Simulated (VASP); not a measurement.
Input of a VASP 6.6.1 run:

INCAR

```
SYSTEM = MgB2
PREC = Accurate
ENCUT = 600
EDIFF = 1E-6
ISMEAR = -1
SIGMA = 0.05
LREAL = .False.
LASPH = .True.
NELM = 120
ALGO = Normal
ISIF = 2
LWAVE = .False.
LCHARG = .False.
GGA = PE
NBANDS = 11
GGA_COMPAT = .False.
```

KPOINTS

```
Automatic mesh
0
Gamma
  5 5 4
  0 0 0
```

File POSCAR:

```
MgB2
1.0
    3.0850000000      0.0000000000      0.0000000000
   -1.5425000000      2.6716900000      0.0000000000
    0.0000000000      0.0000000000      3.5230000000
Mg B
1 2
Direct
    0.0000000000      0.0000000000      0.0000000000
    0.3333333333      0.6666666667      0.5100000000
    0.6666666667      0.3333333333      0.5000000000
```

Potentials or basis: VASP PAW PBE potentials, release 64 (Mg, B).

Command:

```console
$ cat potpaw_PBE.64/Mg/POTCAR potpaw_PBE.64/B/POTCAR > POTCAR
$ mpirun -np 1 vasp_std > vasp.out
```

**Question.** Estimate the pressure.

**Answer.** -1.5 GPa.

**Question.** Predict the band gap on the k mesh.

**Answer.** Zero (band 4 reaches 6.05 eV, above the bottom of band 5 at 3.96 eV).

Forces on the atoms (eV/Å):
```
Mg   0.000  0.000  0.117
B    0.000  0.000 -0.390
B    0.000  0.000  0.273
```

Caveat: the k points lie up to 0.47 Å⁻¹ apart.
